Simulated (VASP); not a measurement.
# Ge (Cmcm) in VASP: further runs

Ge is run at these levels: PBEsol; tasks: relaxation of cell and atoms.

Everything below comes from runs of VASP 6.6.1. Logs are shortened: lines on timing, memory, paths and dates and some standing lists are left out, and cuts for length are marked.

### 1 The cell of the first run

The structure is orthorhombic, space group Cmcm (No. 63). The conventional cell has a = 2.976 Å, b = 5.189 Å, c = 4.728 Å, α = 90.00°, β = 90.00°, γ = 90.00°. Ge (site symmetry m2m) has 12 Ge at 2.92 to 2.99 Å within 3.9 Å.

This isn't the form of Ge at room conditions, which is diamond.

### 2 Relaxation of cell and atoms, PBEsol, target pressure 5 GPa, at which the enthalpy is minimised

The input, INCAR:

```
PREC     = Accurate       # precision mode
ENCUT    = 500            # plane-wave cutoff, eV
EDIFF    = 1E-7           # SCF threshold, eV
ISMEAR   = -1             # smearing method
SIGMA    = 0.3            # smearing width, eV
LREAL    = False          # projectors in reciprocal space
LASPH    = True           # aspherical terms in the spheres
NELM     = 120            # most SCF steps
ALGO     = Normal         # electronic algorithm
ISIF     = 3              # what is computed and relaxed
LWAVE    = False          # write WAVECAR
LCHARG   = False          # write CHGCAR
GGA      = PS             # functional
IBRION   = 2              # ionic algorithm
NSW      = 80             # ionic steps
EDIFFG   = -0.01          # ionic threshold
PSTRESS  = 50.0         
GGA_COMPAT= False        
NELMIN   = 4
```

The input, KPOINTS:

```
regular mesh
0
Gamma
  9 9 5
```

The input, POSCAR:

```
Ge
1.0
    1.4880530000     -2.5946895000      0.0000000000
    1.4880530000      2.5946895000      0.0000000000
    0.0000000000      0.0000000000      4.7275960000
Ge
2
Direct
    0.6665530000      0.3334470000      0.7500000000
    0.3334470000      0.6665530000      0.2500000000
```

Potentials or basis: VASP PAW PBE potentials, release 64 (Ge_d).

Launch:

```console
$ cat potpaw_PBE.64/Ge_d/POTCAR > POTCAR
$ mpirun -np 1 vasp_std > vasp.out
```

OUTCAR:

```text
PREC = Accurate
   ENCUT = 500
   EDIFF = 1E-7
   ISMEAR = -1
   LREAL = False
   LASPH = True
   NELM = 120
   ISIF = 3
   GGA = PS
   IBRION = 2
   NSW = 80
   EDIFFG = -0.01
   PSTRESS = 50.0
   NELMIN = 4

 ion  position               nearest neighbor table
   1  0.667  0.333  0.750-
   2  0.333  0.667  0.250-

  LATTYP: Found a base centered orthorhombic cell.
 ALAT       =     2.9761060000
 B/A-ratio  =     1.7436808366
 C/A-ratio  =     1.5885173445

  Lattice vectors:

 A1 = (   1.4880530000,  -2.5946895000,   0.0000000000)
 A2 = (   1.4880530000,   2.5946895000,   0.0000000000)
 A3 = (   0.0000000000,   0.0000000000,   4.7275960000)

Analysis of symmetry for initial positions (statically):
=====================================================================
 Subroutine PRICEL returns:
 Original cell was already a primitive cell.

 Routine SETGRP: Setting up the symmetry group for a
 base centered orthorhombic supercell.

 Subroutine GETGRP returns: Found  8 space group operations
 (whereof  4 operations were pure point group operations)
 out of a pool of  8 trial point group operations.

The static configuration has the point symmetry C_2h.
 The point group associated with its full space group is D_2h.

Analysis of symmetry for dynamics (positions and initial velocities):
=====================================================================
 Subroutine PRICEL returns:
 Original cell was already a primitive cell.

 Routine SETGRP: Setting up the symmetry group for a
 base centered orthorhombic supercell.

 Subroutine GETGRP returns: Found  8 space group operations
 (whereof  4 operations were pure point group operations)
 out of a pool of  8 trial point group operations.

The dynamic configuration has the point symmetry C_2h.
 The point group associated with its full space group is D_2h.

 Subroutine INISYM returns: Found  8 space group operations
 (whereof  4 operations are pure point group operations),
 and found     1 'primitive' translations

----------------------------------------------------------------------------------------

                                     Primitive cell

  volume of cell :      36.5068
[... 102 lines left out ...]
   EMIN   =  10.00;   EMAX   =-10.00  energy-range for DOS
   EFERMI =   0.00;   METHOD = LEGACY
   ISMEAR =    -1;   SIGMA  =   0.30  broadening in eV -4-tet -1-fermi 0-gaus
   EFERMI_NEDOS =   21; number of points for ismear=-14 and -15
   IALGO  =     38    algorithm
   IMIX   =      4    mixing-type and parameters
     AMIX     =   0.40;   BMIX     =  1.00
     AMIX_MAG =   1.60;   BMIX_MAG =  1.00
  volume/ion in A,a.u.               =      18.25       123.18
  Fermi-wavevector in a.u.,A,eV,Ry     =   1.498544  2.831837 30.553701  2.245634
  Thomas-Fermi vector in A             =   2.610289
   LORBIT       =      0    0 simple, 1 ext, 2 COOP (PROOUT), +10 PAW based schemes
   GGA     = PS    functional components
   LHFCALC =     F    Hartree Fock is set to
   AEXX    =    0.0000 exact exchange contribution
   IVDW    =     0    specifies the selected vdW correction
   LEPSILON=     F    determine dielectric tensor
   LRPA    =     F    only Hartree local field effects (RPA)
 conjugate gradient relaxation of ions
 non-spin polarized calculation
  energy-cutoff  :      500.00
  volume of cell :       36.51
 maximum number of plane-waves:       957
 NGX is ok and might be reduce to    24
   NGX = 11   NGY = 11   NGZ = 17

--------------------------------------- Ionic step        1  -------------------------------------------

 number of electron      28.0000012 magnetization

 Free energy of the ion-electron system (eV)
  ---------------------------------------------------
  ext. energy  EPLUGINS =         0.00000000
  ---------------------------------------------------
  free energy    TOTEN  =        -9.44724052 eV

  energy without entropy =       -9.17923938  energy(sigma->0) =       -9.31323995

------------------------ aborting loop because EDIFF is reached ----------------------------------------

  FORCE on cell =-STRESS in cart. coord.  units (eV):
  Direction    XX          YY          ZZ          XY          YZ          ZX
  --------------------------------------------------------------------------------------
  -------------------------------------------------------------------------------------
  Total        0.0076718     -0.0405204      0.4889505      0.0000000      0.0000000      0.0000000
  in kB        0.3366927     -1.7783211     21.4585958      0.0000000      0.0000000      0.0000000
  external PRESSURE =     -43.3276775 kB  Pullay stress =      50.0000000 kB
[... 97 lines left out ...]
  energy  without entropy=       -9.1638002551  energy(sigma->0) =       -9.29017466

  enthalpy is  TOTEN    =        -8.3361345937 eV   P V=        1.0804144693

[... ionic steps 4 to 9 ...]

--------------------------------------- Ionic step       10  -------------------------------------------

 number of electron      28.0000003 magnetization

------------------------ aborting loop because EDIFF is reached ----------------------------------------
[... 71 lines left out ...]
--------------------------------------- Ionic step       12  -------------------------------------------

 number of electron      28.0000003 magnetization

 Free energy of the ion-electron system (eV)
  ---------------------------------------------------
  ext. energy  EPLUGINS =         0.00000000
  ---------------------------------------------------
  free energy    TOTEN  =        -9.43229908 eV

  energy without entropy =       -9.17721739  energy(sigma->0) =       -9.30475824

 E-fermi :   7.5165     XC(G=0): -11.8545

 val. band max:        7.5103825021   @ k =  -0.2222   0.2222   0.4000
 cond. band min:       7.5192454647   @ k =   0.3333   0.2222   0.4000
 fundamental gap:      0.0088629625
 Fermi energy:         7.5165059760

 k-point     1 :       0.0000    0.0000    0.0000
  band No.  band energies     occupation
      1     -17.1254      2.00000
      2     -17.1253      2.00000
      3     -17.1104      2.00000
      4     -17.1094      2.00000
      5     -17.1019      2.00000
      6     -17.1008      2.00000
[... 481 lines left out ...]
      5     -17.0650      2.00000
      6     -17.0475      2.00000
[... 10 lines left out ...]
     17       8.9190      0.01848
     18      13.1391      0.00000

 [... further k-points ...]

------------------------ aborting loop because EDIFF is reached ----------------------------------------

  FORCE on cell =-STRESS in cart. coord.  units (eV):
  Direction    XX          YY          ZZ          XY          YZ          ZX
  --------------------------------------------------------------------------------------
  -------------------------------------------------------------------------------------
  Total        1.0755304      1.1002571      1.0904157      0.0000000      0.0000000      0.0000000
  in kB       49.5589475     50.6983186     50.2448407      0.0000000      0.0000000      0.0000000
  external PRESSURE =       0.1673689 kB  Pullay stress =      50.0000000 kB
[... 21 lines left out ...]
  energy  without entropy=       -9.1772173871  energy(sigma->0) =       -9.30475824

  enthalpy is  TOTEN    =        -8.3471969488 eV   P V=        1.0851021341

 reached required accuracy - stopping structural energy minimisation
```

Run time: 4.4 min. Hardware: 1 thread of Intel Xeon Platinum 8259CL at 2.50GHz (Skylake/Cascade Lake), shared host; peak memory 0.18 GiB.

Results:

```
Free energy                                                : -9.4323 eV
Relaxed volume                                             : 17.39 Å³/atom
Relaxed cell                                               : a = 2.873 Å, b = 2.873 Å, c = 4.862 Å, α = 90.00°, β = 90.00°, γ = 119.93°
Space group after relaxing (to 0.1 Å)                      : P6_3/mmc (No. 194)
Energy change on relaxing (the run minimises the enthalpy) : +7.5 meV/atom
Ionic steps                                                : 12
Pressure after relaxing                                    : 5.0 GPa
Band gap on the k mesh                                     : zero (bands 14 and 15 overlap by 11.12 eV)
```

The path:
```csv
step,energy change (eV),largest force (eV/Å),pressure (GPa),volume (Å³)
1,0.0000,0.0043,0.67,36.51
2,0.0553,0.0050,7.16,33.96
3,0.0307,0.0048,5.25,34.62
4,0.0271,0.0033,5.20,34.63
5,0.0199,0.0000,5.41,34.64
6,0.0373,0.0018,6.04,34.58
7,0.0193,0.0006,5.35,34.64
8,0.0193,0.0009,5.39,34.64
9,0.0080,0.0000,4.50,35.00
10,0.0148,0.0006,4.96,34.77
11,0.0152,0.0006,5.07,34.76
12,0.0149,0.0005,5.02,34.77
```

Final structure:
```
Ge
1.0
     1.43789   -2.48691    0.00000
     1.43789    2.48691    0.00000
     0.00000    0.00000    4.86179
Ge
2
Cartesian
  1.4379 -0.8271 3.6463
  1.4379 0.8271 1.2154
```

Levels at points of the mesh, in eV from the Fermi level:
| k point | band 12 | band 13 | band 14 | band 15 | band 16 | band 17 |
| --- | --- | --- | --- | --- | --- | --- |
| (0.00, 0.00, 0.00) | -8.46 | -6.12 | 7.95 | 7.96 | 9.20 | 9.84 |

Caveat: the cell is relaxed towards a set pressure, so the run minimises the enthalpy, not the energy; so wide a smearing shifts energies and pressures; the PAW data sets were made with another functional, which shifts forces and pressure a little.

### 3 Relaxation of cell and atoms, PBEsol, target pressure 10 GPa, at which the enthalpy is minimised

The input, INCAR:

```
ALGO = Normal
EDIFF = 1E-7
EDIFFG = -0.01
ENCUT = 500
GGA = PS
GGA_COMPAT = F
IBRION = 2
ISIF = 3
ISMEAR = -1
LASPH = T
LCHARG = F
LREAL = F
LWAVE = F
NELM = 120
NELMIN = 4
NSW = 80
PREC = Accurate
PSTRESS = 100.0
SIGMA = 0.3
```

The input, KPOINTS:

```
k-points
0
Gamma
  9 9 5
```

POSCAR is that of step 2.

Potentials or basis: VASP PAW PBE potentials, release 64 (Ge_d).

Launch:

```console
$ cat potpaw_PBE.64/Ge_d/POTCAR > POTCAR
$ mpirun -np 1 vasp_std > vasp.out
```

Wall time 5.8 min (1 thread of Intel Xeon Platinum 8259CL at 2.50GHz (Skylake/Cascade Lake), shared host); peak memory 0.19 GiB.

It converged, with:

* Free energy: -9.3563 eV
* Relaxed volume: 16.57 Å³/atom
* Relaxed cell: a = 2.833 Å, b = 2.833 Å, c = 4.764 Å, α = 90.00°, β = 90.00°, γ = 119.96°
* Space group after relaxing (to 0.1 Å): P6_3/mmc (No. 194)
* Energy change on relaxing (the run minimises the enthalpy): +45.5 meV/atom
* Ionic steps: 14
* Pressure after relaxing: 10.0 GPa
* Band gap on the k mesh: zero (bands 14 and 15 overlap by 11.62 eV)

The path:
```
step  energy change (eV)  largest force (eV/Å)  pressure (GPa)  volume (Å³)
   1              0.0000                0.0043            0.67        36.51
   2              0.2660                0.0077           17.80        31.17
   3              0.1041                0.0064           10.09        33.07
   4              0.1082                0.0064           10.31        33.01
   5              0.1052                0.0042           10.30        33.01
   6              0.0997                0.0007           10.45        33.00
   7              0.1188                0.0048           11.24        32.93
   8              0.0996                0.0016           10.51        33.00
   9              0.0997                0.0019           10.50        33.00
  10              0.0741                0.0004            9.21        33.42
  11              0.0906                0.0015            9.93        33.14
  12              0.0914                0.0015           10.10        33.13
  13              0.0909                0.0014           10.02        33.13
  14              0.0909                0.0003           10.03        33.13
```

Final structure:
```xyz
2
Lattice="1.4175 -2.4534 0.0000 1.4175 2.4534 0.0000 0.0000 0.0000 4.7639" Properties=species:S:1:pos:R:3 pbc="T T T"
Ge    1.4175   -0.8158    3.5729
Ge    1.4175    0.8158    1.1910
```

Levels at points of the mesh, in eV from the Fermi level:
```
           k point  band 12  band 13  band 14  band 15  band 16  band 17
(0.00, 0.00, 0.00)    -8.53    -6.45     8.21     8.21     9.80    10.21
```

Caveat: the cell is relaxed towards a set pressure, so the run minimises the enthalpy, not the energy; so wide a smearing shifts energies and pressures; the PAW data sets were made with another functional, which shifts forces and pressure a little.

[end of part 1 of 2]
